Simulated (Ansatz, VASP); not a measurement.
This is a calculation of ZnS for VASP 6.6.1.

Contents of INCAR:

```
SYSTEM = ZnS
ALGO = Normal
EDIFF = 1E-7
ENCUT = 520
GGA = PS
ISIF = 2
ISMEAR = -1
IVDW = 12
LASPH = .TRUE.
LCHARG = .FALSE.
LREAL = .FALSE.
LWAVE = .FALSE.
NBANDS = 66
NELM = 60
PREC = Accurate
SIGMA = 0.05
```

Contents of KPOINTS:

```
k-points
0
G
  8 8 2
  0 0 0
```

File POSCAR:

```
ZnS
1.0
    3.8120000000      0.0000000000      0.0000000000
   -1.9060000000      3.3012888392      0.0000000000
    0.0000000000      0.0000000000     18.6899900000
Zn S
6 6
Direct
    0.3333333333      0.6666666667      0.8333300000
    0.6666666667      0.3333333333      0.3333300000
    0.6666666667      0.3333333333      0.6666700000
    0.3333333333      0.6666666667      0.1666700000
    0.0000000000      0.0000000000      0.5000000000
    0.0000000000      0.0000000000      0.0000000000
    0.3333333333      0.6666666667      0.9583300000
    0.6666666667      0.3333333333      0.4583300000
    0.6666666667      0.3333333333      0.7916700000
    0.3333333333      0.6666666667      0.2916700000
    0.0000000000      0.0000000000      0.6250000000
    0.0000000000      0.0000000000      0.1250000000
```

Potentials or basis: VASP PAW PBE potentials, release 64 (Zn, S).

Launch:

```sh
$ cat potpaw_PBE.64/Zn/POTCAR potpaw_PBE.64/S/POTCAR > POTCAR
$ mpirun -np 1 vasp_std > vasp.out
```

Problem. Set up the same calculation for Ansatz 0.2.0. Potentials there: Ansatz PAW.

Solution. As run (the cutoff follows the program's own potentials):

Contents of input.yaml:

```yaml
crystal:
  lattice:
    - [3.812, 0.0, 0.0]
    - [-1.906, 3.3012888392, 0.0]
    - [0.0, 0.0, 18.68999]
  atoms:
    - { symbol: Zn, position: [0.3333333333, 0.6666666667, 0.83333] }
    - { symbol: Zn, position: [0.6666666667, 0.3333333333, 0.33333] }
    - { symbol: Zn, position: [0.6666666667, 0.3333333333, 0.66667] }
    - { symbol: Zn, position: [0.3333333333, 0.6666666667, 0.16667] }
    - { symbol: Zn, position: [0.0, 0.0, 0.5] }
    - { symbol: Zn, position: [0.0, 0.0, 0.0] }
    - { symbol: S, position: [0.3333333333, 0.6666666667, 0.95833] }
    - { symbol: S, position: [0.6666666667, 0.3333333333, 0.45833] }
    - { symbol: S, position: [0.6666666667, 0.3333333333, 0.79167] }
    - { symbol: S, position: [0.3333333333, 0.6666666667, 0.29167] }
    - { symbol: S, position: [0.0, 0.0, 0.625] }
    - { symbol: S, position: [0.0, 0.0, 0.125] }
hamiltonian:
  xc: pbesol
  pseudopotentials: { kind: paw }
  dispersion: d3bj
kpoints:
  mp_grid: { grid: [8, 8, 2] }
scf:
  occupations: { method: fermi_dirac, width: 0.05 }
output:
  forces: true
  stress: true
  eigenvalues: true
```

Potentials or basis: Ansatz PAW.

The run is started by

```sh
$ ansatz run input.yaml --threads 2 --pin off --max-ram 5120MiB --backend cpu --events-out ev --progress --plain --runs-dir out
```

Both were run:

|  | VASP | Ansatz | Ansatz less VASP |
| --- | --- | --- | --- |
| gap on the k mesh at the Fermi level (eV) | 2.03 | 2.02 | -0.006 |
| least direct gap on the mesh (eV) | 2.03 | 2.02 | -0.006 |
| pressure (GPa) | -3.4 | -3.6 | -0.19 |
| rms of the force components (eV/Å) | 0.009 | 0.009 | -0.0002 |

VASP's potentials were made for PBE, not for PBEsol. Atom by atom the forces differ by 0.001 eV/Å (rms over components).
